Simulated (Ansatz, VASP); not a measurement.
# Two plane-wave programs on SiC

```
Si C
1.0
     3.01273    0.00000    0.00000
    -1.50636    2.60910    0.00000
     0.00000    0.00000    4.94556
Si C
2 2
Direct
  0.33333 0.66667 0.00462
  0.66667 0.33333 0.50462
  0.33333 0.66667 0.38038
  0.66667 0.33333 0.88038
```

Alike in both runs: functional r2SCAN; k mesh 12 × 12 × 6; occupations fermi-dirac, width 0.02 eV; no spin polarisation.

Ansatz relaxed the structure, and its values are those at the end. VASP's run is a single point on that final structure, the one shown.

|  | VASP | Ansatz |
| --- | --- | --- |
| version | VASP 6.6.1 | Ansatz 0.2.0 |
| potentials or method | VASP PAW PBE potentials, release 64 (Si, C), cutoff 520 eV | PAW plane waves |
| valence electrons in the cell | 16 | 16 |

Ansatz gave:

* gap on the k mesh at the Fermi level (eV): 2.56
* pressure (GPa): 15.9
* rms of the force components (eV/Å): 0.004

**Question.** What did VASP give for the same quantities?

**Answer.** gap on the k mesh at the Fermi level (eV): 2.56; pressure (GPa): 15.6; rms of the force components (eV/Å): 0.003.

VASP's potentials were made for PBE, not for r2SCAN. Ansatz's warnings: stress scf threshold loose.
